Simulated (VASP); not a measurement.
Set up this calculation in VASP 6.6.1, as the native input.

```yaml
Task: single point
Functional: LDA
Potentials_or_basis: VASP PAW LDA potentials, release 64 (Mg_sv, O)
Cutoff: 840 eV
k_mesh: 6 × 6 × 6
Occupations: gaussian, width 0.01 eV
Spin: no spin polarisation
Dipole_correction: no
Further_INCAR_settings: ALGO = Normal; EDIFF = 1e-06; NBANDS = 15
```

The structure of MgO lies in POSCAR:

```
MgO
1.0
   -0.0103800000      2.1340300000      2.0785000000
    2.0860000000     -0.0171000000      2.0852200000
    2.0729500000      2.1276900000     -0.0040400000
Mg O
1 1
Direct
    0.9960300000      0.0476900000      0.9449100000
    0.5091461697      0.5558362826      0.4755097282
```

The input as run:

INCAR

```
SYSTEM = MgO
ALGO = Normal ; EDIFF = 1E-6
ENCUT = 840 ; GGA_COMPAT = .False.
ISIF = 2 ; ISMEAR = 0
LASPH = .True. ; LCHARG = .False.
LREAL = .False. ; LWAVE = .False.
NBANDS = 15 ; NELM = 120
PREC = Accurate ; SIGMA = 0.01
```

KPOINTS

```
k-points
0
Gamma
  6 6 6
  0 0 0
```

Potentials or basis: VASP PAW LDA potentials, release 64 (Mg_sv, O).

Run with:

```bash
$ cat potpaw_LDA.64/Mg_sv/POTCAR potpaw_LDA.64/O/POTCAR > POTCAR
$ mpirun -np 1 vasp_std > vasp.out
```

It gave:

The pressure is -3.0 GPa, the largest force is 0.653 eV/Å and the band gap on the k mesh is 4.64 eV.

Caveat: the k points lie up to 0.43 Å⁻¹ apart.

Wall time 36 s on 1 thread of Intel(R) Xeon(R) Platinum 8375C CPU @ 2.90GHz (Ice Lake), with other jobs on the host, peak memory 0.17 GiB.
